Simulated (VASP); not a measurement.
GaW:

```
CELL_PARAMETERS angstrom
3.76277 0.00000 0.00000
-1.88139 3.25866 0.00000
0.00000 0.00000 6.02595
ATOMIC_POSITIONS crystal
Ga 0.33333 0.66667 0.00000
Ga 0.66667 0.33333 0.50000
W 0.33333 0.66667 0.38210
W 0.66667 0.33333 0.88210
```

```yaml
Program: VASP 6.6.1
Task: relaxation of cell and atoms
Functional: PBE
Potentials_or_basis: VASP PAW PBE potentials, release 64 (Ga_d, W_sv)
Cutoff: 600 eV
k_mesh: 6 × 6 × 4
Occupations: gaussian, width 0.1 eV
Spin: no spin polarisation
```

At the start: pressure 34.5 GPa; volume 18.47 Å³/atom.

Where does the relaxation end?

Over 23 steps the energy falls by 1208.9 meV/atom and the volume is 20.83 Å³/atom (+12.8 %); space group P6_3/mmc (No. 194, to 0.05 Å).

The path:
| step | energy change (eV) | largest force (eV/Å) | pressure (GPa) | volume (Å³) |
| --- | --- | --- | --- | --- |
| 1 | 0.0000 | 0.1091 | 34.47 | 73.89 |
| 2 | -0.0469 | 0.3214 | -13.28 | 124.96 |
| 3 | -1.7410 | 0.5406 | -1.27 | 94.72 |
| 4 | -1.7445 | 0.5391 | -0.50 | 93.90 |
| 5 | -1.7448 | 0.5379 | -0.06 | 93.47 |
| 6 | -1.8308 | 0.5379 | -0.54 | 93.46 |
| 7 | -2.2218 | 0.6333 | -2.41 | 93.27 |
| 8 | -3.6166 | 1.2211 | -7.53 | 92.16 |
| 9 | 0.2408 | 12.5708 | 21.39 | 86.81 |
| 10 | -3.6579 | 2.0980 | -6.68 | 91.76 |
| 11 | -4.5836 | 0.5417 | -6.13 | 89.71 |
| 12 | -4.5781 | 0.9642 | -6.93 | 90.01 |
| 13 | -4.5872 | 0.7680 | -6.53 | 89.86 |
| 14 | -4.6076 | 0.4569 | -5.99 | 89.45 |
| 15 | -4.6109 | 0.2606 | -5.62 | 89.20 |
| 16 | -4.6394 | 0.2382 | -5.37 | 88.80 |
| 17 | -4.7143 | 0.1719 | -4.51 | 87.61 |
| 18 | -4.8125 | 0.0465 | -2.34 | 85.23 |
| 19 | -4.7599 | 0.1727 | 3.75 | 80.55 |
| 20 | -4.8350 | 0.0335 | -0.55 | 83.64 |
| 21 | -4.8352 | 0.0396 | -0.40 | 83.52 |
| 22 | -4.8356 | 0.0312 | -0.25 | 83.42 |
| 23 | -4.8358 | 0.0224 | -0.07 | 83.31 |

Final structure:
```xyz
4
Lattice="4.3824 0.0000 0.0000 -2.1912 3.7953 0.0000 0.0000 0.0000 5.0088" Properties=species:S:1:pos:R:3 pbc="T T T"
Ga    0.0000    2.5302    4.7129
Ga    2.1912    1.2651    2.2085
W     0.0000    2.5302    2.2098
W     2.1912    1.2651    4.7142
```
